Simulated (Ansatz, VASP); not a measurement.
One calculation of CsBa3, two programs

```
CELL_PARAMETERS angstrom
0.00000 5.22128 5.22128
5.22128 0.00000 5.22128
5.22128 5.22128 0.00000
ATOMIC_POSITIONS crystal
Ba 0.50000 0.50000 0.50000
Ba 0.75000 0.75000 0.75000
Ba 0.25000 0.25000 0.25000
Cs 0.00000 0.00000 0.00000
```

Alike in both runs: task relaxation of cell and atoms; functional PBEsol; k mesh 5 × 5 × 5; occupations fermi-dirac, width 0.05 eV; no spin polarisation.

|  | VASP | Ansatz |
| --- | --- | --- |
| version | VASP 6.6.1 | Ansatz 0.2.0 |
| potentials or method | VASP PAW PBE potentials, release 64 (Ba_sv, Cs_sv) | Ansatz PAW |
| plane-wave cutoff (eV) | 600 | 420 |
| valence electrons in the cell | 39 | 39 |

|  | VASP | Ansatz | Ansatz less VASP |
| --- | --- | --- | --- |
| gap on the k mesh at the Fermi level, each at its own relaxed structure (eV) | none | none | - |
| relaxed volume (Å³/atom) | 65.55 | 64.82 | -0.733 |
| relaxed length of the cell vector where the two differ most in proportion (Å) | 7.184 | 7.158 | -0.0269 |

VASP's potentials were made for PBE, not for PBEsol. A gap of «none» marks a metal or a gap that the smearing closes.

Spin-orbit coupling is off throughout. Noted on Ansatz's run: the plane-wave basis is chosen anew once the cell has moved, so the energies of steps on either side of that aren't comparable.
